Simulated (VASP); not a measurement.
# Al2Cu (P1) in VASP: single point with LDA

Aim: the single point of Al2Cu with LDA.

All numbers are computed with VASP 6.6.1; they aren't measurements. Logs are shortened: lines on timing, memory, paths and dates and some standing lists are left out, and cuts for length are marked.

## 1. The cell of the first run

The typed cell holds 3 atoms: a = 4.046 Å, b = 4.046 Å, c = 4.046 Å, α = 119.77°, β = 119.77°, γ = 90.41°.

## 2. Single point, LDA

File INCAR:

```
SYSTEM = Al2Cu
PREC = Accurate ; ENCUT = 520
EDIFF = 1E-6 ; ISMEAR = -1
SIGMA = 0.2 ; LREAL = .False.
LASPH = .True. ; NELM = 60
ALGO = Normal ; ISIF = 2
LWAVE = .False. ; LCHARG = .True.
LELF = .True. ; LVHAR = .True.
NBANDS = 16
```

File KPOINTS:

```
Automatic mesh
0
Gamma
  3 3 3
  0.5 0.5 0.5
```

File POSCAR:

```
Al2Cu
1.0
   -2.0303400000      2.0303400000      2.8510900000
    2.0303400000     -2.0303400000      2.8510900000
    2.0303400000      2.0303400000     -2.8510900000
Al Cu
2 1
Direct
    0.7643600000      0.2681200000      0.5281200000
    0.2484400000      0.7616400000      0.5082400000
    0.4953700000      0.5089200000      0.9973000000
```

Potentials or basis: VASP PAW LDA potentials, release 64 (Al, Cu).

Command:

```console
$ cat potpaw_LDA.64/Al/POTCAR potpaw_LDA.64/Cu/POTCAR > POTCAR
$ mpirun -np 1 vasp_std > vasp.out
```

OUTCAR:

```text
SYSTEM = Al2Cu
   PREC = Accurate
   ENCUT = 520
   EDIFF = 1E-6
   ISMEAR = -1
   LREAL = .False.
   LASPH = .True.
   NELM = 60
   ISIF = 2

 ion  position               nearest neighbor table
   1  0.764  0.268  0.528-   3 2.42   3 2.44   3 2.51   3 2.55   2 2.81   2 2.84   2 2.84   2 2.86
                             2 2.90   2 2.93
   2  0.248  0.762  0.508-   3 2.45   3 2.47   3 2.49   3 2.51   1 2.81   1 2.84   1 2.84   1 2.86
                             1 2.90   1 2.93
   3  0.495  0.509  0.997-   1 2.42   1 2.44   2 2.45   2 2.47   2 2.49   2 2.51   1 2.51   1 2.55

  LATTYP: Found a body centered tetragonal cell.
 ALAT       =     4.0606800000
 C/A-ratio  =     1.4042426392

  Lattice vectors:

 A1 = (  -2.0303400000,   2.0303400000,   2.8510900000)
 A2 = (   2.0303400000,  -2.0303400000,   2.8510900000)
 A3 = (   2.0303400000,   2.0303400000,  -2.8510900000)

Analysis of symmetry for initial positions (statically):
=====================================================================
 Subroutine PRICEL returns:
 Original cell was already a primitive cell.

 Routine SETGRP: Setting up the symmetry group for a
 body centered tetragonal supercell.

 Subroutine GETGRP returns: Found  1 space group operations
 (whereof  1 operations were pure point group operations)
 out of a pool of 16 trial point group operations.

The static configuration has the point symmetry C_1 .

Analysis of symmetry for dynamics (positions and initial velocities):
=====================================================================
 Subroutine PRICEL returns:
 Original cell was already a primitive cell.

 Routine SETGRP: Setting up the symmetry group for a
 body centered tetragonal supercell.

 Subroutine GETGRP returns: Found  1 space group operations
 (whereof  1 operations were pure point group operations)
 out of a pool of 16 trial point group operations.

The dynamic configuration has the point symmetry C_1 .

 Subroutine INISYM returns: Found  1 space group operations
 (whereof  1 operations are pure point group operations),
 and found     1 'primitive' translations

----------------------------------------------------------------------------------------

                                     Primitive cell

  volume of cell :      47.0120

  direct lattice vectors                    reciprocal lattice vectors
    -2.030340000  2.030340000  2.851090000     0.000000000  0.246264173  0.175371525
     2.030340000 -2.030340000  2.851090000     0.246264173  0.000000000  0.175371525
     2.030340000  2.030340000 -2.851090000     0.246264173  0.246264173  0.000000000

  length of vectors
     4.046390394  4.046390394  4.046390394     0.302326337  0.302326337  0.348270133

  position of ions in fractional coordinates (direct lattice)
     0.764360000  0.268120000  0.528120000
     0.248440000  0.761640000  0.508240000
     0.495370000  0.508920000  0.997300000

  ion indices of the primitive-cell ions
   primitive index   ion index
                 1           1
                 2           2
                 3           3

----------------------------------------------------------------------------------------

 KPOINTS: Automatic mesh

Automatic generation of k-mesh.
 Grid dimensions read from file:
 generate k-points for:    3    3    3

 Generating k-lattice:

  Cartesian coordinates                     Fractional coordinates (reciprocal lattice)
     0.000000000  0.082088058  0.058457175     0.333333333  0.000000000  0.000000000
     0.082088058  0.000000000  0.058457175     0.000000000  0.333333333  0.000000000
     0.082088058  0.082088058  0.000000000     0.000000000  0.000000000  0.333333333

  Length of vectors
     0.100775446  0.100775446  0.116090044

  Shift w.r.t. Gamma in fractional coordinates (k-lattice)
     0.500000000  0.500000000  0.500000000

 Subroutine IBZKPT returns following result:
 ===========================================

 Found     14 irreducible k-points:

 Following reciprocal coordinates:
            Coordinates               Weight
  0.166667  0.166667  0.166667      2.000000
 -0.166667  0.500000 -0.166667      2.000000
  0.166667  0.166667  0.500000      2.000000
  0.500000 -0.166667 -0.166667      2.000000
 -0.166667  0.166667  0.166667      2.000000
 -0.166667  0.166667 -0.166667      2.000000
  0.500000  0.500000  0.166667      2.000000
 -0.166667  0.166667  0.500000      2.000000
 -0.166667  0.500000  0.166667      2.000000
 -0.166667  0.500000  0.500000      2.000000
  0.500000 -0.166667  0.500000      2.000000
  0.500000 -0.166667  0.166667      2.000000
 -0.166667 -0.166667  0.166667      2.000000
  0.500000  0.500000  0.500000      1.000000
   k-points           NKPTS =     14   k-points in BZ     NKDIM =     14   number of bands    NBANDS=     16
   number of dos      NEDOS =    301   number of ions     NIONS =      3
   total plane-waves  NPLWV =  27000
   dimension x,y,z NGX =    30 NGY =   30 NGZ =   30
   dimension x,y,z NGXF=    60 NGYF=   60 NGZF=   60
   ions per type =               2   1
   NGX,Y,Z   is equivalent  to a cutoff of  12.33, 12.33, 12.33 a.u.
   NGXF,Y,Z  is equivalent  to a cutoff of  24.65, 24.65, 24.65 a.u.
 SYSTEM =  Al2Cu
   PREC   = accura    normal or accurate (medium, high low for compatibility)
   ISTART =      0    job   : 0-new  1-cont  2-samecut
   ICHARG =      2    charge: 1-file 2-atom 10-const
   ISPIN  =      1    spin polarized calculation?
   LNONCOLLINEAR =      F non collinear calculations
   LSORBIT =      F    spin-orbit coupling
   LASPH  =      T    aspherical Exc in radial PAW
   ENCUT  =  520.0 eV  38.22 Ry    6.18 a.u.   7.52  7.52  7.52*2*pi/ulx,y,z
   NELM   =     60;   NELMIN=  2; NELMDL= -5     # of ELM steps
   EDIFF  = 0.1E-05   stopping-criterion for ELM
   LREAL  =      F    real-space projection
   EDIFFG = 0.1E-04   stopping-criterion for IOM
   NSW    =      0    number of steps for IOM
   IBRION =     -1    ionic relax: 0-MD 1-quasi-New 2-CG
   NFREE  =      0    steps in history (QN), initial steepest desc. (CG)
   ISIF   =      2    stress and relaxation
   ISYM   =      2    0-nonsym 1-usesym 2-fastsym
   POTIM  = 0.5000    time-step for ionic-motion
   TEBEG  =    0.0;   TEEND  =   0.0 temperature during run
   PSTRESS=    0.0 pullay stress
   NELECT =      17.0000    total number of electrons
   NUPDOWN=      -1.0000    fix difference up-down
   EMIN   =  10.00;   EMAX   =-10.00  energy-range for DOS
   EFERMI =   0.00;   METHOD = LEGACY
   ISMEAR =    -1;   SIGMA  =   0.20  broadening in eV -4-tet -1-fermi 0-gaus
   EFERMI_NEDOS =   21; number of points for ismear=-14 and -15
   IALGO  =     38    algorithm
   IMIX   =      4    mixing-type and parameters
     AMIX     =   0.40;   BMIX     =  1.00
     AMIX_MAG =   1.60;   BMIX_MAG =  1.00
  volume/ion in A,a.u.               =      15.67       105.75
  Fermi-wavevector in a.u.,A,eV,Ry     =   1.166331  2.204045 18.508372  1.360327
  Thomas-Fermi vector in A             =   2.302845
   LORBIT       =      0    0 simple, 1 ext, 2 COOP (PROOUT), +10 PAW based schemes
   GGA     = CA    functional components
   LHFCALC =     F    Hartree Fock is set to
   AEXX    =    0.0000 exact exchange contribution
   IVDW    =     0    specifies the selected vdW correction
   LEPSILON=     F    determine dielectric tensor
   LRPA    =     F    only Hartree local field effects (RPA)
 non-spin polarized calculation
  energy-cutoff  :      520.00
  volume of cell :       47.01
 maximum number of plane-waves:      1287
   NGX = 15   NGY = 15   NGZ = 15

 number of electron      16.9999998 magnetization

 Free energy of the ion-electron system (eV)
  ---------------------------------------------------
  ext. energy  EPLUGINS =         0.00000000
  ---------------------------------------------------
  free energy    TOTEN  =       -13.80033754 eV

  energy without entropy =      -13.68084194  energy(sigma->0) =      -13.74058974

 E-fermi :   6.6608     XC(G=0): -10.7269

 val. band max:        6.6204371946   @ k =  -0.1667   0.5000   0.5000
 cond. band min:       7.2347503113   @ k =   0.5000   0.5000   0.5000
 fundamental gap:      0.6143131166
 Fermi energy:         6.6607684628

 k-point     1 :       0.1667    0.1667    0.1667
  band No.  band energies     occupation
      1      -0.8878      2.00000
      2       1.6999      2.00000
      3       2.3649      2.00000
      4       2.6125      2.00000
      5       2.7853      2.00000
      6       2.9262      2.00000
[... 8 lines left out ...]
     15      16.0917      0.00000
     16      16.8229      0.00000

 k-point     2 :      -0.1667    0.5000   -0.1667
  band No.  band energies     occupation
      1      -0.9064      2.00000
      2       1.7170      2.00000
      3       2.3135      2.00000
      4       2.5948      2.00000
      5       2.7867      2.00000
      6       2.9671      2.00000
[... 8 lines left out ...]
     15      16.1477      0.00000
     16      16.7898      0.00000

 k-point     3 :       0.1667    0.1667    0.5000
  band No.  band energies     occupation
      1      -0.9000      2.00000
      2       1.7072      2.00000
      3       2.3341      2.00000
      4       2.6012      2.00000
      5       2.7880      2.00000
      6       2.9530      2.00000
[... 8 lines left out ...]
     15      16.1464      0.00000
     16      16.8084      0.00000

 k-point     4 :       0.5000   -0.1667   -0.1667
  band No.  band energies     occupation
      1      -0.8798      2.00000
      2       1.6993      2.00000
      3       2.3790      2.00000
      4       2.6229      2.00000
      5       2.7775      2.00000
      6       2.9091      2.00000
[... 8 lines left out ...]
     15      16.0554      0.00000
     16      16.8162      0.00000
[... 134 lines left out ...]
 k-point    12 :       0.5000   -0.1667    0.1667
  band No.  band energies     occupation
      1      -0.4595      2.00000
      2       0.8965      2.00000
      3       2.4255      2.00000
      4       2.5597      2.00000
      5       2.8741      2.00000
      6       2.9189      2.00000
[... 8 lines left out ...]
     15      16.8949      0.00000
     16      17.8695      0.00000

 k-point    13 :      -0.1667   -0.1667    0.1667
  band No.  band energies     occupation
      1      -2.8016      2.00000
      2       2.1338      2.00000
      3       2.3871      2.00000
      4       2.3960      2.00000
      5       2.8083      2.00000
      6       2.9009      2.00000
[... 8 lines left out ...]
     15      14.5346      0.00000
     16      14.5905      0.00000

 k-point    14 :       0.5000    0.5000    0.5000
  band No.  band energies     occupation
      1       0.8563      2.00000
      2       1.0895      2.00000
      3       1.6976      2.00000
      4       2.8040      2.00000
      5       2.8175      2.00000
      6       3.0231      2.00000
[... 8 lines left out ...]
     15      18.1420      0.00000
     16      18.1655      0.00000

------------------------ aborting loop because EDIFF is reached ----------------------------------------

  FORCE on cell =-STRESS in cart. coord.  units (eV):
  Direction    XX          YY          ZZ          XY          YZ          ZX
  --------------------------------------------------------------------------------------
  -------------------------------------------------------------------------------------
  Total       -1.5721376     -1.4808575      1.2798303     -0.0040226      0.2197977     -0.0885266
  in kB      -53.5787632    -50.4679180     43.6168700     -0.1370914      7.4907486     -3.0170033
  external PRESSURE =     -20.1432704 kB  Pullay stress =       0.0000000 kB

 VOLUME and BASIS-vectors are now :
 -----------------------------------------------------------------------------
  energy-cutoff  :      520.00
  volume of cell :       47.01
      direct lattice vectors                 reciprocal lattice vectors
    -2.030340000  2.030340000  2.851090000     0.000000000  0.246264173  0.175371525
     2.030340000 -2.030340000  2.851090000     0.246264173  0.000000000  0.175371525
     2.030340000  2.030340000 -2.851090000     0.246264173  0.246264173  0.000000000

 POSITION                                       TOTAL-FORCE (eV/Angst)
 -----------------------------------------------------------------------------------
      0.06473      2.07980      1.43798        -0.190712     -0.392092     -0.021782
      2.07387     -0.01007      1.43079        -0.029722      0.029052      0.075221
      2.05237      1.99735      0.01993         0.220433      0.363040     -0.053439
 -----------------------------------------------------------------------------------
    total drift:                               -0.000413      0.000141      0.000726

  FREE ENERGIE OF THE ION-ELECTRON SYSTEM (eV)
  ---------------------------------------------------
  free  energy   TOTEN  =       -13.8003375357 eV

  energy  without entropy=      -13.6808419440  energy(sigma->0) =      -13.74058974
```

Run time: 7.8 s. Hardware: 1 thread of AMD EPYC 9R45 (Zen 5), shared host; peak memory 0.12 GiB.

What came out:

* Free energy: -13.8003 eV
* Pressure: -2.0 GPa
* Largest force: 0.437 eV/Å

Forces in eV/Å, atoms in the order of the input:
```
Al  -0.191 -0.392 -0.022
Al  -0.030  0.029  0.075
Cu   0.220  0.363 -0.053
```

Stress tensor (GPa, compression positive):
```
-5.36 -0.01 -0.30
-0.01 -5.05  0.75
-0.30  0.75  4.36
```

Caveat: the k points lie up to 0.73 Å⁻¹ apart.
